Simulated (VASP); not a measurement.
Wanted: the native input for a VASP 6.6.1 run.

```
Task                   : single point
Functional             : PBE
Potentials or basis    : VASP PAW PBE potentials, release 64 (Pb_d, Se)
Cutoff                 : 520 eV
k mesh                 : 8 × 8 × 6
Occupations            : gaussian, width 0.05 eV
Spin                   : no spin polarisation
Dipole correction      : no
Further INCAR settings : ALGO = Normal; EDIFF = 1e-06; NBANDS = 28
```

The structure of PbSe lies in POSCAR:

```
PbSe
1.0
    4.2709919997      0.0000000000      0.0000000000
   -2.1354959999      3.6987875711      0.0000000000
    0.0000000000      0.0000000000      7.6440140151
Pb Se
2 2
Direct
    0.3333333333      0.6666666667      0.2500000000
    0.6947631838      0.3333333333      0.7500000000
    0.0000000000      0.0000000000      0.0000000000
    0.0000000000      0.0000000000      0.5000000000
```

This cell differs from its parent crystal: atom 2 (Pb) moved 0.12 Å along x.

The input as run:

INCAR

```
SYSTEM = PbSe
ALGO = Normal ; EDIFF = 1E-6
ENCUT = 520 ; GGA = PE
ISIF = 2 ; ISMEAR = 0
LASPH = .True. ; LCHARG = .False.
LREAL = .False. ; LWAVE = .False.
NBANDS = 28 ; NELM = 100
PREC = Accurate ; SIGMA = 0.05
```

KPOINTS

```
k-points
0
Gamma
  8 8 6
  0 0 0
```

Potentials or basis: VASP PAW PBE potentials, release 64 (Pb_d, Se).

The run is started by

```console
$ cat potpaw_PBE.64/Pb_d/POTCAR potpaw_PBE.64/Se/POTCAR > POTCAR
$ mpirun -np 1 vasp_std > vasp.out
```

Results of the run:

| Property | Result |
| --- | --- |
| Pressure | 0.1 GPa |
| Largest force | 0.200 eV/Å |
| Band gap on the k mesh | 0.20 eV, indirect (least direct gap 0.26 eV) |

Caveat: the cell differs from its parent crystal (atom 2 (Pb) moved 0.12 Å along x); spin-orbit coupling is left out, which moves the levels of the heavy elements.

It took 6.9 min on 1 thread of Oxide Virtual Turin-like Processor, on a shared host, peak memory 0.48 GiB.
